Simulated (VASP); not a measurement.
BP, 2 atoms in the cell. It takes space group F-43m (No. 216, cubic). The conventional cell has a = 4.520 Å, b = 4.520 Å, c = 4.520 Å, α = 90.00°, β = 90.00°, γ = 90.00°. Within 2.6 Å of B (site symmetry -43m) lie 4 P at 1.96 Å. P (site symmetry -43m) has 4 B at 1.96 Å within 2.6 Å. 

| Property | Result |
| --- | --- |
| Program | VASP 6.6.1 |
| Task | single point |
| Functional | PBEsol |
| Potentials or basis | VASP PAW PBE potentials, release 64 (B, P) |
| Cutoff | 500 eV |
| k mesh | 8 × 8 × 8 |
| Occupations | gaussian, width 0.01 eV |
| Spin | no spin polarisation |
| Dipole correction | no |
| Further INCAR settings | ALGO = Normal; EDIFF = 1e-06; NBANDS = 11 |

Potentials or basis: VASP PAW PBE potentials, release 64 (B, P).

Command:

```sh
$ cat potpaw_PBE.64/B/POTCAR potpaw_PBE.64/P/POTCAR > POTCAR
$ mpirun -np 1 vasp_std > vasp.out
```

Hardware: 1 thread of Intel(R) Xeon(R) Platinum 8259CL CPU @ 2.50GHz (Skylake/Cascade Lake), on a shared host.

Problem. Estimate the wall time of this run.

Solution. Wall time 8.8 s on 1 thread of Intel(R) Xeon(R) Platinum 8259CL CPU @ 2.50GHz (Skylake/Cascade Lake), with other jobs on the host, peak memory 0.13 GiB. Counts: scf iterations 12, k points 29.
